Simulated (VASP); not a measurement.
NaBe3, 8 atoms in the cell. The typed cell holds 8 atoms: a = 3.697 Å, b = 6.426 Å, c = 5.242 Å, α = 90.00°, β = 90.00°, γ = 90.00°. 

* Program: VASP 6.6.1
* Task: single point
* Functional: PBE
* Potentials or basis: VASP PAW PBE potentials, release 64 (Na_pv, Be)
* Cutoff: 520 eV
* k mesh: 10 × 6 × 8
* Occupations: gaussian, width 0.1 eV
* Spin: no spin polarisation
* Dipole correction: no
* Further INCAR settings: ALGO = Fast; EDIFF = 1e-07; NBANDS = 23

Potentials or basis: VASP PAW PBE potentials, release 64 (Na_pv, Be).

Command:

```console
$ cat potpaw_PBE.64/Na_pv/POTCAR potpaw_PBE.64/Be/POTCAR > POTCAR
$ mpirun -np 1 vasp_std > vasp.out
```

Hardware: 1 thread of Intel(R) Xeon(R) Platinum 8375C CPU @ 2.90GHz (Ice Lake), with other jobs on the host.

Problem. How long does it take, and how much memory?

Solution. Run time: 8.5 min on 1 thread of Intel(R) Xeon(R) Platinum 8375C CPU @ 2.90GHz (Ice Lake) (shared host), peak memory 0.39 GiB. Counts: scf iterations 16, k points 120.
